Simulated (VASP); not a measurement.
Input of a VASP 6.6.1 run:

Contents of INCAR:

```
PREC = Accurate ; ENCUT = 520
EDIFF = 1E-6 ; ISMEAR = 0
SIGMA = 0.02 ; LREAL = False
LASPH = True ; NELM = 80
ALGO = Normal ; ISIF = 2
LWAVE = False ; LCHARG = True
GGA = PE ; LELF = True
LVHAR = True ; NBANDS = 21
```

File KPOINTS:

```
regular mesh
0
Gamma
  6 6 6
```

Contents of POSCAR:

```
Si
1.0
    5.4328230109      0.0000000000      0.0000000000
   -2.7164115055      4.7049627417      0.0000000000
    0.0000000000      0.0000000000      5.0520393694
Si
6
Direct
    0.2319854284      0.4639708568      0.2500000000
    0.5360291432      0.7680145716      0.5833333333
    0.2319854284      0.7680145716      0.9166666667
    0.7680145716      0.5360291432      0.7500000000
    0.4639708568      0.2319854284      0.0833333333
    0.7680145716      0.2319854284      0.4166666667
```

Potentials or basis: VASP PAW PBE potentials, release 64 (Si).

The run is started by

```sh
$ cat potpaw_PBE.64/Si/POTCAR > POTCAR
$ mpirun -np 1 vasp_std > vasp.out
```

Problem. What does it give for the pressure?

Solution. 2.5 GPa.

Problem. What does it give for the band gap on the k mesh?

Solution. 1.45 eV, indirect (least direct gap 1.78 eV).

 A k mesh can miss the band edges.
